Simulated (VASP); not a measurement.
# MgS: single point with r2SCAN

Crystal: MgS.

```
CELL_PARAMETERS angstrom
0.00000 2.83088 2.83088
2.83088 0.00000 2.83088
2.83088 2.83088 0.00000
ATOMIC_POSITIONS crystal
Mg 0.00000 0.00000 0.00000
S 0.25000 0.25000 0.25000
```

- Program: VASP 6.6.1
- Task: single point
- Functional: r2SCAN
- Potentials or basis: VASP PAW PBE potentials, release 64 (Mg, S)
- Cutoff: 520 eV
- k mesh: 6 × 6 × 6
- Occupations: gaussian, width 0.01 eV
- Spin: no spin polarisation

* Pressure: -0.3 GPa
* Band gap on the k mesh: 4.13 eV, direct

Levels at points of the mesh, in eV from the valence-band top:
```
           k point  band 1  band 2  band 3  band 4  band 5  band 6  band 7  band 8
(0.00, 0.00, 0.00)  -11.74    0.00    0.00    0.00    4.13    8.59    8.59    8.59
(0.50, 0.00, 0.00)  -11.04   -3.15   -0.33   -0.33    5.79    8.21    8.21    9.27
(0.50, 0.50, 0.00)  -10.82   -2.82   -1.05   -1.05    4.32    6.26   12.13   13.27
```

It took 43 s on 1 thread of Intel(R) Xeon(R) 6975P-C (Granite Rapids), on a shared host, peak memory 0.16 GiB.

Caveat: the PAW data sets were made with another functional, which shifts forces and pressure a little. A k mesh can miss the band edges.
